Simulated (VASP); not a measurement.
# CoSn (P2/m) in VASP: single point with PBE

Aim: the single point of CoSn with PBE.

Everything below comes from runs of VASP 6.6.1. Logs are shortened: lines on timing, memory, paths and dates and some standing lists are left out, and cuts for length are marked.

### Step 1. The cell of the first run

Symmetry: P2/m, No. 10, monoclinic system. Conventional cell: a = 5.057 Å, b = 3.111 Å, c = 7.571 Å, α = 90.00°, β = 104.50°, γ = 90.00°. Within 4.1 Å of Co (site symmetry m) lie 8 Sn at 2.94 to 2.99 Å and 6 Co at 2.99 to 4.07 Å. Within 4.1 Å of Co (site symmetry 2/m) lie 8 Sn at 2.97 to 3.02 Å and 6 Co at 3.07 to 4.06 Å. Within 4.1 Å of Sn (site symmetry m) lie 6 Sn at 2.93 to 4.08 Å and 8 Co at 2.94 to 3.02 Å. Sn (site symmetry 2/m) has 8 Co at 2.97 to 2.99 Å and 4 Sn at 3.09 to 3.11 Å within 3.9 Å.

### Step 2. Single point, PBE

File POSCAR:

```
CoSn
1.0
    5.0574090000      0.0000000000      0.0000000000
    0.0000000000      3.1107470000      0.0000000000
   -1.8957360000      0.0000000000      7.3302700000
Co Sn
3 3
Direct
    0.2630000000      0.5000000000      0.3360000000
    0.7370000000      0.5000000000      0.6640000000
    0.5000000000      0.5000000000      0.0000000000
    0.2340000000      0.0000000000      0.6600000000
    0.7660000000      0.0000000000      0.3400000000
    0.0000000000      0.0000000000      0.0000000000
```

File INCAR.step1:

```
SYSTEM = CoSn
PREC = Accurate
ENCUT = 520
EDIFF = 1E-6
ISMEAR = 0
SIGMA = 0.0214
LREAL = .FALSE.
LASPH = .TRUE.
NELM = 80
ALGO = Normal
ISIF = 2
LWAVE = .FALSE.
LCHARG = .TRUE.
LMAXMIX = 4
GGA = PE
NBANDS = 44
```

File KPOINTS.step1:

```
Automatic mesh
0
G
  5 8 4
  0 0 0
```

File INCAR.step2:

```
SYSTEM = CoSn
PREC = Accurate
ENCUT = 520
EDIFF = 1E-6
ISMEAR = -5
SIGMA = 0.0214
LREAL = .FALSE.
LASPH = .TRUE.
NELM = 80
ALGO = Normal
ISIF = 2
LWAVE = .FALSE.
LCHARG = .FALSE.
LMAXMIX = 4
GGA = PE
LORBIT = 11
NBANDS = 44
NEDOS = 2001
ICHARG = 11
```

File KPOINTS.step2:

```
Automatic mesh
0
G
  8 12 6
  0 0 0
```

Potentials or basis: VASP PAW PBE potentials, release 64 (Co, Sn_d).

Run with:

```bash
$ cat potpaw_PBE.64/Co/POTCAR potpaw_PBE.64/Sn_d/POTCAR > POTCAR
$ cp INCAR.step1 INCAR
$ cp KPOINTS.step1 KPOINTS
$ mpirun -np 1 vasp_std > vasp.out
$ cp INCAR.step2 INCAR
$ cp KPOINTS.step2 KPOINTS
$ mpirun -np 1 vasp_std > vasp.out
```

OUTCAR:

```text
SYSTEM = CoSn
   PREC = Accurate
   ENCUT = 520
   EDIFF = 1E-6
   ISMEAR = -5
   LREAL = .FALSE.
   LASPH = .TRUE.
   NELM = 80
   ISIF = 2
   GGA = PE
   LORBIT = 11
   ICHARG = 11

 ion  position               nearest neighbor table
   1  0.263  0.500  0.336-   4 2.94   4 2.94   5 2.96   5 2.96   5 2.98   5 2.98   2 2.99   6 2.99
                             6 2.99   3 3.07
   2  0.737  0.500  0.664-   5 2.94   5 2.94   4 2.96   4 2.96   4 2.98   4 2.98   1 2.99   6 2.99
                             6 2.99   3 3.07
   3  0.500  0.500  0.000-   6 2.97   6 2.97   6 2.97   6 2.97   5 3.02   5 3.02   4 3.02   4 3.02
                             1 3.07   2 3.07
   4  0.234  0.000  0.660-   5 2.93   1 2.94   1 2.94   2 2.96   2 2.96   2 2.98   2 2.98   3 3.02
                             3 3.02   6 3.09
   5  0.766  0.000  0.340-   4 2.93   2 2.94   2 2.94   1 2.96   1 2.96   1 2.98   1 2.98   3 3.02
                             3 3.02   6 3.09
   6  0.000  0.000  0.000-   3 2.97   3 2.97   3 2.97   3 2.97   2 2.99   2 2.99   1 2.99   1 2.99
                             5 3.09   4 3.09

  LATTYP: Found a simple monoclinic cell.
 ALAT       =     5.0574090000
 B/A-ratio  =     0.6150870930
 C/A-ratio  =     1.4970982159
 COS(beta)  =    -0.2503799149

  Lattice vectors:

 A1 = (   5.0574090000,   0.0000000000,   0.0000000000)
 A2 = (   0.0000000000,   3.1107470000,   0.0000000000)
 A3 = (  -1.8957360000,   0.0000000000,   7.3302700000)

Analysis of symmetry for initial positions (statically):
=====================================================================
 Subroutine PRICEL returns:
 Original cell was already a primitive cell.

 Routine SETGRP: Setting up the symmetry group for a
 simple monoclinic supercell.

 Subroutine GETGRP returns: Found  4 space group operations
 (whereof  4 operations were pure point group operations)
 out of a pool of  4 trial point group operations.

The static configuration has the point symmetry C_2h.

Analysis of symmetry for dynamics (positions and initial velocities):
=====================================================================
 Subroutine PRICEL returns:
 Original cell was already a primitive cell.

 Routine SETGRP: Setting up the symmetry group for a
 simple monoclinic supercell.

 Subroutine GETGRP returns: Found  4 space group operations
 (whereof  4 operations were pure point group operations)
 out of a pool of  4 trial point group operations.

The dynamic configuration has the point symmetry C_2h.

 Subroutine INISYM returns: Found  4 space group operations
 (whereof  4 operations are pure point group operations),
 and found     1 'primitive' translations

----------------------------------------------------------------------------------------

                                     Primitive cell

  volume of cell :     115.3222

  direct lattice vectors                    reciprocal lattice vectors
     5.057409000  0.000000000  0.000000000     0.197729707  0.000000000  0.051136360
     0.000000000  3.110747000  0.000000000     0.000000000  0.321466194  0.000000000
    -1.895736000  0.000000000  7.330270000     0.000000000  0.000000000  0.136420623

  length of vectors
     5.057409000  3.110747000  7.571437991     0.204235071  0.321466194  0.136420623

  position of ions in fractional coordinates (direct lattice)
     0.263000000  0.500000000  0.336000000
     0.737000000  0.500000000  0.664000000
     0.500000000  0.500000000  0.000000000
     0.234000000  0.000000000  0.660000000
     0.766000000  0.000000000  0.340000000
     0.000000000  0.000000000  0.000000000

  ion indices of the primitive-cell ions
   primitive index   ion index
                 1           1
                 2           2
                 3           3
                 4           4
                 5           5
                 6           6

----------------------------------------------------------------------------------------

 KPOINTS: Automatic mesh

Automatic generation of k-mesh.
 Grid dimensions read from file:
 generate k-points for:    8   12    6

 Generating k-lattice:

  Cartesian coordinates                     Fractional coordinates (reciprocal lattice)
     0.024716213  0.000000000  0.006392045     0.125000000  0.000000000  0.000000000
     0.000000000  0.026788850  0.000000000     0.000000000  0.083333333  0.000000000
     0.000000000  0.000000000  0.022736770     0.000000000  0.000000000  0.166666667

  Length of vectors
     0.025529384  0.026788850  0.022736770

  Shift w.r.t. Gamma in fractional coordinates (k-lattice)
     0.000000000  0.000000000  0.000000000

 TETIRR: Found   1728 inequivalent tetrahedra from     3456

 Subroutine IBZKPT returns following result:
 ===========================================

 Found    182 irreducible k-points:

 Following reciprocal coordinates:
            Coordinates               Weight
  0.000000  0.000000  0.000000      1.000000
  0.125000  0.000000  0.000000      2.000000
  0.250000  0.000000  0.000000      2.000000
  0.375000  0.000000  0.000000      2.000000
  0.500000  0.000000  0.000000      1.000000
  0.000000  0.083333  0.000000      2.000000
[... 16 lines left out ...]
  0.250000  0.333333  0.000000      4.000000
  0.375000  0.333333  0.000000      4.000000
 [... further k-points ...]
   k-points           NKPTS =    182   k-points in BZ     NKDIM =    182   number of bands    NBANDS=     44
   number of dos      NEDOS =   2001   number of ions     NIONS =      6
   total plane-waves  NPLWV =  53760
   dimension x,y,z NGX =    40 NGY =   24 NGZ =   56
   dimension x,y,z NGXF=    80 NGYF=   48 NGZF=  112
   ions per type =               3   3
   NGX,Y,Z   is equivalent  to a cutoff of  13.15, 12.83, 12.30 a.u.
   NGXF,Y,Z  is equivalent  to a cutoff of  26.30, 25.65, 24.59 a.u.
 SYSTEM =  CoSn
   PREC   = accura    normal or accurate (medium, high low for compatibility)
   ISTART =      0    job   : 0-new  1-cont  2-samecut
   ICHARG =     11    charge: 1-file 2-atom 10-const
   ISPIN  =      1    spin polarized calculation?
   LNONCOLLINEAR =      F non collinear calculations
   LSORBIT =      F    spin-orbit coupling
   LASPH  =      T    aspherical Exc in radial PAW
   ENCUT  =  520.0 eV  38.22 Ry    6.18 a.u.   9.40  5.78 14.08*2*pi/ulx,y,z
   NELM   =     80;   NELMIN=  2; NELMDL=  0     # of ELM steps
   EDIFF  = 0.1E-05   stopping-criterion for ELM
   LREAL  =      F    real-space projection
   EDIFFG = 0.1E-04   stopping-criterion for IOM
   NSW    =      0    number of steps for IOM
   IBRION =     -1    ionic relax: 0-MD 1-quasi-New 2-CG
   NFREE  =      0    steps in history (QN), initial steepest desc. (CG)
   ISIF   =      2    stress and relaxation
   ISYM   =      2    0-nonsym 1-usesym 2-fastsym
   POTIM  = 0.5000    time-step for ionic-motion
   TEBEG  =    0.0;   TEEND  =   0.0 temperature during run
   PSTRESS=    0.0 pullay stress
   NELECT =      69.0000    total number of electrons
   NUPDOWN=      -1.0000    fix difference up-down
   EMIN   =  10.00;   EMAX   =-10.00  energy-range for DOS
   EFERMI =   0.00;   METHOD = LEGACY
   ISMEAR =    -5;   SIGMA  =   0.02  broadening in eV -4-tet -1-fermi 0-gaus
   EFERMI_NEDOS =   21; number of points for ismear=-14 and -15
   IALGO  =     38    algorithm
   IMIX   =      4    mixing-type and parameters
     AMIX     =   0.40;   BMIX     =  1.00
     AMIX_MAG =   1.60;   BMIX_MAG =  1.00
  volume/ion in A,a.u.               =      19.22       129.71
  Fermi-wavevector in a.u.,A,eV,Ry     =   1.379495  2.606868 25.891993  1.903008
  Thomas-Fermi vector in A             =   2.504460
   LORBIT       =     11    0 simple, 1 ext, 2 COOP (PROOUT), +10 PAW based schemes
   GGA     = PE    functional components
   LHFCALC =     F    Hartree Fock is set to
   AEXX    =    0.0000 exact exchange contribution
   IVDW    =     0    specifies the selected vdW correction
   LEPSILON=     F    determine dielectric tensor
   LRPA    =     F    only Hartree local field effects (RPA)
 non-spin polarized calculation
 Fermi weights with tetrahedron method with Bloechl corrections
  energy-cutoff  :      520.00
  volume of cell :      115.32
 maximum number of plane-waves:      3134
 NGX is ok and might be reduce to    40

 number of electron      68.9999987 magnetization

 Free energy of the ion-electron system (eV)
  ---------------------------------------------------
  ext. energy  EPLUGINS =         0.00000000
  ---------------------------------------------------
  free energy    TOTEN  =       -29.67073304 eV

  energy without entropy =      -29.67073304  energy(sigma->0) =      -29.67073304

 E-fermi :   8.4368     XC(G=0): -11.2752

 val. band max:        8.4929547063   @ k =   0.0000   0.2500   0.1667
 cond. band min:       8.3831607191   @ k =   0.0000   0.0833   0.1667
 fundamental gap:     -0.1097939872
 Fermi energy:         8.4368442491

 k-point     1 :       0.0000    0.0000    0.0000
  band No.  band energies     occupation
      1     -13.2989      2.00000
      2     -13.2469      2.00000
      3     -13.2057      2.00000
      4     -13.1260      2.00000
      5     -13.0894      2.00000
      6     -13.0555      2.00000
[... 36 lines left out ...]
     43      13.0322      0.00000
     44      15.0473      0.00000

 k-point     2 :       0.1250    0.0000    0.0000
  band No.  band energies     occupation
      1     -13.2986      2.00000
      2     -13.2466      2.00000
      3     -13.2062      2.00000
      4     -13.1242      2.00000
      5     -13.0884      2.00000
      6     -13.0555      2.00000
[... 1026 lines left out ...]
 k-point    24 :       0.3750    0.3333    0.0000
  band No.  band energies     occupation
      1     -13.1872      2.00000
      2     -13.1467      2.00000
      3     -13.1324      2.00000
      4     -13.1211      2.00000
      5     -13.0768      2.00000
      6     -13.0690      2.00000
[... 36 lines left out ...]
     43      12.7051      0.00000
     44      13.1831      0.00000

 [... further k-points ...]

------------------------ aborting loop because EDIFF is reached ----------------------------------------

  FORCE on cell =-STRESS in cart. coord.  units (eV):
  Direction    XX          YY          ZZ          XY          YZ          ZX
  --------------------------------------------------------------------------------------
  -------------------------------------------------------------------------------------
  Total      -11.9602966     -9.2509369     -9.0613756      0.0000000      0.0000000     -0.8449105
  in kB     -166.1650927   -128.5238014   -125.8902146      0.0000000      0.0000000    -11.7383901
  external PRESSURE =    -140.1930362 kB  Pullay stress =       0.0000000 kB

 VOLUME and BASIS-vectors are now :
 -----------------------------------------------------------------------------
  energy-cutoff  :      520.00
  volume of cell :      115.32
      direct lattice vectors                 reciprocal lattice vectors
     5.057409000  0.000000000  0.000000000     0.197729707  0.000000000  0.051136360
     0.000000000  3.110747000  0.000000000     0.000000000  0.321466194  0.000000000
    -1.895736000  0.000000000  7.330270000     0.000000000  0.000000000  0.136420623

 POSITION                                       TOTAL-FORCE (eV/Angst)
 -----------------------------------------------------------------------------------
      0.69313      1.55537      2.46297        -0.029451     -0.000000     -0.058559
      2.46854      1.55537      4.86730         0.029451     -0.000000      0.058559
      2.52870      1.55537      0.00000         0.000000     -0.000000      0.000000
     -0.06775      0.00000      4.83798         1.279845      0.000000      0.308821
      3.22943      0.00000      2.49229        -1.279845     -0.000000     -0.308821
      0.00000      0.00000      0.00000         0.000000     -0.000000      0.000000
 -----------------------------------------------------------------------------------
    total drift:                               -0.000000      0.000000     -0.000000

  FREE ENERGIE OF THE ION-ELECTRON SYSTEM (eV)
  ---------------------------------------------------
  free  energy   TOTEN  =       -29.6707330372 eV

  energy  without entropy=      -29.6707330372  energy(sigma->0) =      -29.67073304

 total charge

# of ion       s       p       d       tot
------------------------------------------
    1        0.303   0.229   7.386   7.918
    2        0.303   0.229   7.386   7.918
    3        0.299   0.214   7.383   7.896
    4        1.147   1.041  10.020  12.208
    5        1.147   1.041  10.020  12.208
    6        1.151   1.016  10.014  12.181
--------------------------------------------------
tot          4.350   3.770  52.210  60.330
```

Run time: 26 min. Hardware: 1 thread of AMD EPYC 7R43 (Zen 3), shared host; peak memory 0.69 GiB.

What came out:

| Item | Value |
| --- | --- |
| Valence electrons inside the program's atomic spheres | Co 7.92, 7.90 (each value once); Sn 12.21, 12.18 (each value once) |

Levels at points of the mesh, in eV from the Fermi level:
| k point | band 31 | band 32 | band 33 | band 34 | band 35 | band 36 | band 37 | band 38 | band 39 | band 40 |
| --- | --- | --- | --- | --- | --- | --- | --- | --- | --- | --- |
| (0.00, 0.00, 0.00) | -0.50 | -0.42 | -0.36 | -0.26 | -0.24 | -0.18 | 0.65 | 1.49 | 2.86 | 3.21 |
| (0.50, 0.00, 0.00) | -0.62 | -0.46 | -0.37 | -0.25 | -0.10 | 0.04 | 1.77 | 2.14 | 4.95 | 5.70 |
| (0.00, 0.50, 0.00) | -0.46 | -0.39 | -0.28 | 0.20 | 0.27 | 0.30 | 0.86 | 0.87 | 2.46 | 2.78 |
| (0.50, 0.50, 0.00) | -0.73 | -0.50 | -0.30 | -0.08 | 0.10 | 0.12 | 0.15 | 0.89 | 0.90 | 1.59 |
| (0.00, 0.00, 0.50) | -0.51 | -0.49 | -0.39 | -0.34 | -0.29 | -0.28 | 0.18 | 1.15 | 1.66 | 1.95 |
| (0.50, 0.00, 0.50) | -0.50 | -0.49 | -0.46 | -0.34 | -0.26 | 0.49 | 1.00 | 1.76 | 5.13 | 5.27 |
| (0.00, 0.50, 0.50) | -0.54 | -0.27 | -0.04 | 0.16 | 0.25 | 1.45 | 1.59 | 2.07 | 2.43 | 2.53 |
| (0.50, 0.50, 0.50) | -0.59 | -0.49 | -0.40 | -0.22 | 0.14 | 0.14 | 0.16 | 0.89 | 0.97 | 1.33 |

Caveat: spin-orbit coupling is left out, which moves the levels of the heavy elements; the run has no spin polarisation, though such a crystal can be magnetic.
